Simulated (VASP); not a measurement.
# ScAl3 (Amm2) in VASP: further runs

The runs below take ScAl3 through single point, with PBE.

All numbers are computed with VASP 6.6.1; they aren't measurements. Logs are shortened: lines on timing, memory, paths and dates and some standing lists are left out, and cuts for length are marked.

### 1 The cell of the first run

It takes space group Amm2 (No. 38, orthorhombic). Conventional cell: a = 4.105 Å, b = 5.806 Å, c = 5.806 Å, α = 90.00°, β = 90.00°, γ = 90.00°. Within 3.7 Å of Sc (site symmetry mm2) lie 12 Al at 2.80 to 3.00 Å. Within 3.8 Å of Al (site symmetry m) lie 4 Sc at 2.85 to 2.95 Å and 8 Al at 2.90 Å. Al (site symmetry mm2) has 4 Sc at 2.80 to 3.00 Å and 8 Al at 2.90 Å within 3.7 Å.

### 2 Single point, PBE (atom 1 (Sc) moved -0.100 Å along Cartesian [1 -1 0])

INCAR reads:

```
SYSTEM = ScAl3
PREC = Accurate ; ENCUT = 520
EDIFF = 1E-7 ; ISMEAR = 0
SIGMA = 0.15 ; LREAL = .False.
LASPH = .True. ; NELM = 60
ALGO = Fast ; ISIF = 2
LWAVE = .False. ; LCHARG = .False.
GGA = PE ; NBANDS = 18
```

KPOINTS reads:

```
Automatic mesh
0
Gamma
  12 12 12
  0 0 0
```

POSCAR reads:

```
ScAl3
1.0
    4.1053305968      0.0000000000      0.0000000000
    0.0000000000      4.1053305968      0.0000000000
    0.0000000000      0.0000000000      4.1053305968
Sc Al
1 3
Direct
   -0.0172241130      0.0172241130      0.0000000000
    0.5000000000      0.0000000000      0.5000000000
    0.0000000000      0.5000000000      0.5000000000
    0.5000000000      0.5000000000      0.0000000000
```

Potentials or basis: VASP PAW PBE potentials, release 64 (Sc_sv, Al).

The run is started by

```
> cat potpaw_PBE.64/Sc_sv/POTCAR potpaw_PBE.64/Al/POTCAR > POTCAR
> mpirun -np 1 vasp_std > vasp.out
```

OUTCAR:

```text
SYSTEM = ScAl3
   PREC = Accurate
   ENCUT = 520
   EDIFF = 1E-7
   ISMEAR = 0
   LREAL = .False.
   LASPH = .True.
   NELM = 60
   ISIF = 2
   GGA = PE

 ion  position               nearest neighbor table
   1  0.983  0.017  0.000-   4 2.80   3 2.85   2 2.85   2 2.85   3 2.85   4 2.90   4 2.90   2 2.95
                             3 2.95   2 2.95   3 2.95   4 3.00
   2  0.500  0.000  0.500-   1 2.85   1 2.85   4 2.90   3 2.90   4 2.90   3 2.90   4 2.90   4 2.90
                             3 2.90   3 2.90   1 2.95   1 2.95
   3  0.000  0.500  0.500-   1 2.85   1 2.85   4 2.90   2 2.90   4 2.90   2 2.90   2 2.90   4 2.90
                             4 2.90   2 2.90   1 2.95   1 2.95
   4  0.500  0.500  0.000-   1 2.80   2 2.90   3 2.90   2 2.90   3 2.90   2 2.90   2 2.90   3 2.90
                             3 2.90   1 2.90   1 2.90   1 3.00

  LATTYP: Found a simple cubic cell.
 ALAT       =     4.1053305968

  Lattice vectors:

 A1 = (   4.1053305968,   0.0000000000,   0.0000000000)
 A2 = (   0.0000000000,   4.1053305968,   0.0000000000)
 A3 = (   0.0000000000,   0.0000000000,   4.1053305968)

Analysis of symmetry for initial positions (statically):
=====================================================================
 Subroutine PRICEL returns:
 Original cell was already a primitive cell.

 Routine SETGRP: Setting up the symmetry group for a
 simple cubic supercell.

 Subroutine GETGRP returns: Found  4 space group operations
 (whereof  4 operations were pure point group operations)
 out of a pool of 48 trial point group operations.

The static configuration has the point symmetry C_2v.

Analysis of symmetry for dynamics (positions and initial velocities):
=====================================================================
 Subroutine PRICEL returns:
 Original cell was already a primitive cell.

 Routine SETGRP: Setting up the symmetry group for a
 simple cubic supercell.

 Subroutine GETGRP returns: Found  4 space group operations
 (whereof  4 operations were pure point group operations)
 out of a pool of 48 trial point group operations.

The dynamic configuration has the point symmetry C_2v.

 Subroutine INISYM returns: Found  4 space group operations
 (whereof  4 operations are pure point group operations),
 and found     1 'primitive' translations

----------------------------------------------------------------------------------------

                                     Primitive cell

  volume of cell :      69.1902

  direct lattice vectors                    reciprocal lattice vectors
     4.105330597  0.000000000  0.000000000     0.243585742  0.000000000  0.000000000
     0.000000000  4.105330597  0.000000000     0.000000000  0.243585742  0.000000000
     0.000000000  0.000000000  4.105330597     0.000000000  0.000000000  0.243585742

  length of vectors
     4.105330597  4.105330597  4.105330597     0.243585742  0.243585742  0.243585742

  position of ions in fractional coordinates (direct lattice)
     0.982775887  0.017224113  0.000000000
     0.500000000  0.000000000  0.500000000
     0.000000000  0.500000000  0.500000000
     0.500000000  0.500000000  0.000000000

  ion indices of the primitive-cell ions
   primitive index   ion index
                 1           1
                 2           2
                 3           3
                 4           4

----------------------------------------------------------------------------------------

 KPOINTS: Automatic mesh

Automatic generation of k-mesh.
 Grid dimensions read from file:
 generate k-points for:   12   12   12

 Generating k-lattice:

  Cartesian coordinates                     Fractional coordinates (reciprocal lattice)
     0.020298812  0.000000000  0.000000000     0.083333333  0.000000000  0.000000000
     0.000000000  0.020298812  0.000000000     0.000000000  0.083333333  0.000000000
     0.000000000  0.000000000  0.020298812     0.000000000  0.000000000  0.083333333

  Length of vectors
     0.020298812  0.020298812  0.020298812

[... 58 lines left out ...]
  band No.  band energies     occupation
      1     -41.8535      2.00000
      2     -20.5694      2.00000
      3     -20.5542      2.00000
      4     -20.5517      2.00000
      5      -2.2423      2.00000
      6       2.0523      2.00000
[... 10 lines left out ...]
     17      12.0945      0.00000
     18      13.3417      0.00000

 k-point     8 :       0.3333    0.0000    0.0000
  band No.  band energies     occupation
      1     -41.8532      2.00000
      2     -20.5771      2.00000
      3     -20.5523      2.00000
      4     -20.5523      2.00000
      5      -1.8205      2.00000
      6       1.1421      2.00000
[... 10 lines left out ...]
     17      11.6096      0.00000
     18      12.6716      0.00000
[... 229 lines left out ...]
     17      12.5519      0.00000
     18      12.6386      0.00000

 k-point    20 :      -0.0833    0.1667    0.0000
  band No.  band energies     occupation
      1     -41.8537      2.00000
      2     -20.5619      2.00000
      3     -20.5553      2.00000
      4     -20.5534      2.00000
      5      -2.4903      2.00000
      6       3.0532      2.00000
[... 10 lines left out ...]
     17      12.5500      0.00000
     18      13.1189      0.00000

 k-point    21 :       0.2500    0.0833    0.0000
  band No.  band energies     occupation
      1     -41.8534      2.00000
      2     -20.5692      2.00000
      3     -20.5549      2.00000
      4     -20.5528      2.00000
      5      -2.1814      2.00000
      6       2.1026      2.00000
[... 10 lines left out ...]
     17      12.0223      0.00000
     18      12.8550      0.00000

 k-point    22 :       0.0000    0.2500    0.0833
  band No.  band energies     occupation
      1     -41.8534      2.00000
      2     -20.5693      2.00000
      3     -20.5549      2.00000
      4     -20.5527      2.00000
      5      -2.1814      2.00000
      6       2.1024      2.00000
[... 10 lines left out ...]
     17      12.0437      0.00000
     18      12.8202      0.00000

 k-point    23 :       0.0833    0.0000    0.2500
  band No.  band energies     occupation
      1     -41.8534      2.00000
      2     -20.5692      2.00000
      3     -20.5555      2.00000
      4     -20.5522      2.00000
      5      -2.1812      2.00000
      6       2.1027      2.00000
[... 10 lines left out ...]
     17      12.0602      0.00000
     18      13.4853      0.00000

 k-point    24 :      -0.0833    0.2500    0.0000
  band No.  band energies     occupation
      1     -41.8534      2.00000
      2     -20.5693      2.00000
      3     -20.5548      2.00000
      4     -20.5528      2.00000
      5      -2.1814      2.00000
      6       2.1024      2.00000
[... 10 lines left out ...]
     17      12.0278      0.00000
     18      13.4265      0.00000

 [... further k-points ...]

------------------------ aborting loop because EDIFF is reached ----------------------------------------

  FORCE on cell =-STRESS in cart. coord.  units (eV):
  Direction    XX          YY          ZZ          XY          YZ          ZX
  --------------------------------------------------------------------------------------
  -------------------------------------------------------------------------------------
  Total        0.1440898      0.1440898      0.1318716     -0.0737469      0.0000000      0.0000000
  in kB        3.3365625      3.3365625      3.0536380     -1.7076934      0.0000000      0.0000000
  external PRESSURE =       3.2422543 kB  Pullay stress =       0.0000000 kB

 VOLUME and BASIS-vectors are now :
 -----------------------------------------------------------------------------
  energy-cutoff  :      520.00
  volume of cell :       69.19
      direct lattice vectors                 reciprocal lattice vectors
     4.105330597  0.000000000  0.000000000     0.243585742  0.000000000  0.000000000
     0.000000000  4.105330597  0.000000000     0.000000000  0.243585742  0.000000000
     0.000000000  0.000000000  4.105330597     0.000000000  0.000000000  0.243585742

 POSITION                                       TOTAL-FORCE (eV/Angst)
 -----------------------------------------------------------------------------------
      4.03462      0.07071      0.00000         0.667155     -0.667155      0.000000
      2.05267      0.00000      2.05267        -0.298622      0.063871      0.000000
      0.00000      2.05267      2.05267        -0.063871      0.298622      0.000000
      2.05267      2.05267      0.00000        -0.304662      0.304662      0.000000
 -----------------------------------------------------------------------------------
    total drift:                               -0.000055      0.000055     -0.000000

  FREE ENERGIE OF THE ION-ELECTRON SYSTEM (eV)
  ---------------------------------------------------
  free  energy   TOTEN  =       -19.2598293909 eV

  energy  without entropy=      -19.2447365204  energy(sigma->0) =      -19.25228296
```

It took 4.5 min on 1 thread of Intel Xeon Platinum 8259CL at 2.50GHz (Skylake/Cascade Lake), shared host; peak memory 0.45 GiB.

Results:

- Free energy: -19.2598 eV
- Pressure: 0.3 GPa
- Largest force: 0.943 eV/Å
- Band gap on the k mesh: zero (bands 10 and 11 overlap by 3.85 eV)

Forces on the atoms (eV/Å):
```
Sc   0.667 -0.667  0.000
Al  -0.299  0.064  0.000
Al  -0.064  0.299  0.000
Al  -0.305  0.305  0.000
```

Caveat: the cell differs from its parent crystal (atom 1 (Sc) moved -0.100 Å along Cartesian [1 -1 0]).

### 3 Single point, PBE (atom 1 (Sc) moved +0.067 Å along Cartesian [1 -1 0])

INCAR reads:

```
SYSTEM = ScAl3
PREC = Accurate
ENCUT = 520
EDIFF = 1E-6
ISMEAR = 0
SIGMA = 0.15
LREAL = .FALSE.
LASPH = .TRUE.
NELM = 80
ALGO = Fast
ISIF = 2
LWAVE = .FALSE.
LCHARG = .FALSE.
GGA = PE
NBANDS = 18
```

KPOINTS reads:

```
Automatic mesh
0
G
  12 12 12
  0 0 0
```

Changes to POSCAR since step 2:

```diff
@@ -8,3 +8,3 @@
 Direct
-   -0.0172241130      0.0172241130      0.0000000000
+    0.0114884834     -0.0114884834      0.0000000000
     0.5000000000      0.0000000000      0.5000000000
```

Potentials or basis: VASP PAW PBE potentials, release 64 (Sc_sv, Al).

The run is started by

```
> cat potpaw_PBE.64/Sc_sv/POTCAR potpaw_PBE.64/Al/POTCAR > POTCAR
> mpirun -np 1 vasp_std > vasp.out
```

It took 4.1 min on 1 thread of Intel Xeon Platinum 8259CL at 2.50GHz (Skylake/Cascade Lake), shared host; peak memory 0.45 GiB.

Results (log left out):

```yaml
Free_energy: -19.2860 eV
Pressure: 0.0 GPa
Largest_force: 0.628 eV/Å
Band_gap_on_the_k_mesh: zero (bands 10 and 11 overlap by 3.86 eV)
```

Forces on the atoms (eV/Å):
```
Sc  -0.444  0.444  0.000
Al   0.200 -0.043  0.000
Al   0.043 -0.200  0.000
Al   0.202 -0.202  0.000
```

Stress tensor (GPa, compression positive):
```
 0.03 -0.08  0.00
-0.08  0.03  0.00
 0.00  0.00  0.02
```

Levels at points of the mesh, in eV from the Fermi level:
| k point | band 6 | band 7 | band 8 | band 9 | band 10 | band 11 | band 12 | band 13 | band 14 | band 15 |
| --- | --- | --- | --- | --- | --- | --- | --- | --- | --- | --- |
| (0.00, 0.00, 0.00) | -2.63 | -2.63 | -1.83 | -1.82 | -1.82 | 1.25 | 1.28 | 1.28 | 1.29 | 4.63 |
| (0.50, 0.00, 0.00) | -7.30 | -1.71 | -1.71 | -1.47 | 0.77 | 0.95 | 0.97 | 1.33 | 1.62 | 2.14 |
| (0.00, 0.00, 0.50) | -7.30 | -1.71 | -1.71 | -1.46 | 0.77 | 0.95 | 0.97 | 1.34 | 1.64 | 2.13 |
| (0.50, 0.50, 0.00) | -5.63 | -5.63 | -4.35 | -0.55 | -0.55 | 1.18 | 1.34 | 2.03 | 2.46 | 3.38 |
| (0.00, 0.50, 0.50) | -5.63 | -5.63 | -4.34 | -0.54 | -0.54 | 1.16 | 1.37 | 2.04 | 2.46 | 3.37 |
| (0.50, 0.50, 0.50) | -4.80 | -4.80 | -4.44 | -2.96 | -2.96 | -2.96 | 0.92 | 2.57 | 2.57 | 3.95 |

Caveat: the cell differs from its parent crystal (atom 1 (Sc) moved +0.067 Å along Cartesian [1 -1 0]).

### 4 Single point, PBE (atom 1 (Sc) moved -0.033 Å along Cartesian [1 -1 0])

INCAR reads:

```
SYSTEM = ScAl3
PREC = Accurate ; ENCUT = 520
EDIFF = 1E-7 ; ISMEAR = 0
SIGMA = 0.15 ; LREAL = .FALSE.
LASPH = .TRUE. ; NELM = 100
ALGO = Fast ; ISIF = 2
LWAVE = .FALSE. ; LCHARG = .TRUE.
GGA = PE ; LELF = .TRUE.
LVHAR = .TRUE. ; NBANDS = 18
```

KPOINTS reads:

```
regular mesh
0
G
  12 12 12
  0 0 0
```

Changes to POSCAR since step 3:

```diff
@@ -8,3 +8,3 @@
 Direct
-    0.0114884834     -0.0114884834      0.0000000000
+   -0.0057356296      0.0057356296      0.0000000000
     0.5000000000      0.0000000000      0.5000000000
```

The run is started by

```
> cat potpaw_PBE.64/Sc_sv/POTCAR potpaw_PBE.64/Al/POTCAR > POTCAR
> mpirun -np 1 vasp_std > vasp.out
```

Run time: 5.8 min. Hardware: 1 thread of Intel Xeon Platinum 8259CL at 2.50GHz (Skylake/Cascade Lake), shared host; peak memory 0.45 GiB.

Results (log left out):

```
Free energy            : -19.3017 eV
Pressure               : 0.1 GPa
Largest force          : 0.312 eV/Å
Band gap on the k mesh : zero (bands 10 and 11 overlap by 3.86 eV)
```

Forces in eV/Å, atoms in the order of the input:
```
Sc   0.221 -0.221  0.000
Al  -0.100  0.021  0.000
Al  -0.021  0.100  0.000
Al  -0.100  0.100  0.000
```

Levels at points of the mesh, in eV from the Fermi level:
```tsv
k point	band 7	band 8	band 9	band 10	band 11	band 12	band 13	band 14
(0.00, 0.00, 0.00)	-2.62	-1.83	-1.83	-1.82	1.25	1.28	1.28	1.28
(0.50, 0.00, 0.00)	-1.71	-1.71	-1.47	0.78	0.96	0.97	1.34	1.61
(0.00, 0.00, 0.50)	-1.71	-1.71	-1.46	0.78	0.96	0.97	1.34	1.61
(0.50, 0.50, 0.00)	-5.63	-4.35	-0.55	-0.55	1.18	1.34	2.04	2.46
(0.00, 0.50, 0.50)	-5.63	-4.35	-0.54	-0.54	1.17	1.35	2.04	2.46
(0.50, 0.50, 0.50)	-4.80	-4.44	-2.96	-2.96	-2.96	0.91	2.57	2.57
```

Caveat: the cell differs from its parent crystal (atom 1 (Sc) moved -0.033 Å along Cartesian [1 -1 0]).

### 5 Single point, PBE (atom 1 (Sc) moved +0.083 Å along Cartesian [1 -1 0])

INCAR reads:

```
SYSTEM = ScAl3
PREC     = Accurate       ! precision mode
ENCUT    = 520            ! plane-wave cutoff, eV
EDIFF    = 1E-6           ! SCF threshold, eV
ISMEAR   = 0              ! smearing method
SIGMA    = 0.15           ! smearing width, eV
LREAL    = .False.        ! projectors in reciprocal space
LASPH    = .True.         ! aspherical terms in the spheres
NELM     = 60             ! most SCF steps
ALGO     = Fast           ! electronic algorithm
ISIF     = 2              ! what is computed and relaxed
LWAVE    = .False.        ! write WAVECAR
LCHARG   = .False.        ! write CHGCAR
GGA      = PE             ! functional
NBANDS   = 18             ! bands
```

KPOINTS reads:

```
regular mesh
0
Gamma
  12 12 12
  0 0 0
```

Changes to POSCAR since step 4:

```diff
@@ -8,3 +8,3 @@
 Direct
-   -0.0057356296      0.0057356296      0.0000000000
+    0.0143476861     -0.0143476861      0.0000000000
     0.5000000000      0.0000000000      0.5000000000
```

The run is started by

```
> cat potpaw_PBE.64/Sc_sv/POTCAR potpaw_PBE.64/Al/POTCAR > POTCAR
> mpirun -np 1 vasp_std > vasp.out
```

It took 4.4 min on 1 thread of Intel Xeon Platinum 8259CL at 2.50GHz (Skylake/Cascade Lake), shared host; peak memory 0.45 GiB.

It converged, with:

| Quantity | Value |
| --- | --- |
| Free energy | -19.2743 eV |
| Pressure | 0.2 GPa |
| Largest force | 0.785 eV/Å |
| Band gap on the k mesh | zero (bands 10 and 11 overlap by 3.85 eV) |

Forces on the atoms (eV/Å):
```
Sc  -0.555  0.555  0.000
Al   0.249 -0.053  0.000
Al   0.053 -0.249  0.000
Al   0.252 -0.252  0.000
```

Stress tensor (GPa, compression positive):
```
 0.25 -0.12  0.00
-0.12  0.25  0.00
 0.00  0.00  0.23
```

Levels at points of the mesh, in eV from the Fermi level:
```
           k point  band 6  band 7  band 8  band 9  band 10  band 11  band 12  band 13  band 14  band 15
(0.00, 0.00, 0.00)   -2.63   -2.63   -1.83   -1.82    -1.82     1.25     1.27     1.28     1.29     4.61
(0.50, 0.00, 0.00)   -7.30   -1.71   -1.71   -1.47     0.78     0.95     0.97     1.33     1.63     2.14
(0.00, 0.00, 0.50)   -7.30   -1.71   -1.71   -1.47     0.77     0.94     0.97     1.33     1.65     2.13
(0.50, 0.50, 0.00)   -5.63   -5.63   -4.34   -0.55    -0.55     1.19     1.34     2.02     2.46     3.38
(0.00, 0.50, 0.50)   -5.63   -5.63   -4.34   -0.54    -0.54     1.15     1.39     2.03     2.46     3.36
(0.50, 0.50, 0.50)   -4.80   -4.79   -4.44   -2.96    -2.96    -2.96     0.92     2.56     2.57     3.95
```

Caveat: the cell differs from its parent crystal (atom 1 (Sc) moved +0.083 Å along Cartesian [1 -1 0]).

### 6 Single point, PBE (atom 1 (Sc) moved +0.050 Å along Cartesian [1 -1 0])

INCAR reads:

```
SYSTEM = ScAl3
  PREC = Accurate
  ENCUT = 520
  EDIFF = 1E-6
  ISMEAR = 0
  SIGMA = 0.15
  LREAL = .False.
  LASPH = .True.
  NELM = 100
  ALGO = Fast
  ISIF = 2
  LWAVE = .False.
  LCHARG = .False.
  GGA = PE
  NBANDS = 18
```

KPOINTS is that of step 5.

Changes to POSCAR since step 5:

```diff
@@ -8,3 +8,3 @@
 Direct
-    0.0143476861     -0.0143476861      0.0000000000
+    0.0086120565     -0.0086120565      0.0000000000
     0.5000000000      0.0000000000      0.5000000000
```

Potentials or basis: VASP PAW PBE potentials, release 64 (Sc_sv, Al).

The run is started by

```
> cat potpaw_PBE.64/Sc_sv/POTCAR potpaw_PBE.64/Al/POTCAR > POTCAR
> mpirun -np 1 vasp_std > vasp.out
```

It took 3.8 min on 1 thread of Intel Xeon Platinum 8259CL at 2.50GHz (Skylake/Cascade Lake), shared host; peak memory 0.45 GiB.

The run converged. Its results:

```yaml
Free_energy: -19.2952 eV
Pressure: 0.0 GPa
Largest_force: 0.470 eV/Å
Band_gap_on_the_k_mesh: zero (bands 10 and 11 overlap by 3.86 eV)
```

Forces in eV/Å, atoms in the order of the input:
```
Sc  -0.332  0.332  0.000
Al   0.150 -0.032  0.000
Al   0.032 -0.150  0.000
Al   0.150 -0.150  0.000
```

Levels at points of the mesh, in eV from the Fermi level:
| k point | band 8 | band 9 | band 10 | band 11 | band 12 | band 13 |
| --- | --- | --- | --- | --- | --- | --- |
| (0.00, 0.00, 0.00) | -1.83 | -1.83 | -1.82 | 1.25 | 1.28 | 1.28 |
| (0.50, 0.00, 0.00) | -1.71 | -1.47 | 0.78 | 0.96 | 0.97 | 1.34 |
| (0.00, 0.00, 0.50) | -1.71 | -1.46 | 0.77 | 0.96 | 0.97 | 1.34 |
| (0.50, 0.50, 0.00) | -4.35 | -0.55 | -0.55 | 1.18 | 1.34 | 2.04 |
| (0.00, 0.50, 0.50) | -4.35 | -0.54 | -0.54 | 1.17 | 1.36 | 2.04 |
| (0.50, 0.50, 0.50) | -4.44 | -2.96 | -2.96 | -2.96 | 0.92 | 2.57 |

Caveat: the cell differs from its parent crystal (atom 1 (Sc) moved +0.050 Å along Cartesian [1 -1 0]).

### 7 Overview

```csv
cell,further INCAR settings,gap on the mesh (eV),pressure (GPa),largest force (eV/Å)
"as given, atomic positions A",ALGO = Fast; EDIFF = 1e-07; NBANDS = 18,none,0.3,0.94
"as given, atomic positions B",ALGO = Fast; EDIFF = 1e-06; NBANDS = 18,none,0.0,0.63
"as given, atomic positions C",ALGO = Fast; EDIFF = 1e-07; NBANDS = 18,none,0.1,0.31
"as given, atomic positions D",ALGO = Fast; EDIFF = 1e-06; NBANDS = 18,none,0.2,0.78
"as given, atomic positions E",ALGO = Fast; EDIFF = 1e-06; NBANDS = 18,none,0.0,0.47
```

Alike in all rows: task single point; level PBE; potentials or basis VASP PAW PBE potentials, release 64 (Sc_sv, Al); no spin polarisation; k mesh 12 × 12 × 12; cutoff (eV) 520; smearing gaussian 0.15 eV.

Total energies depend on the potentials used, so only differences within one code and one set of settings carry meaning.
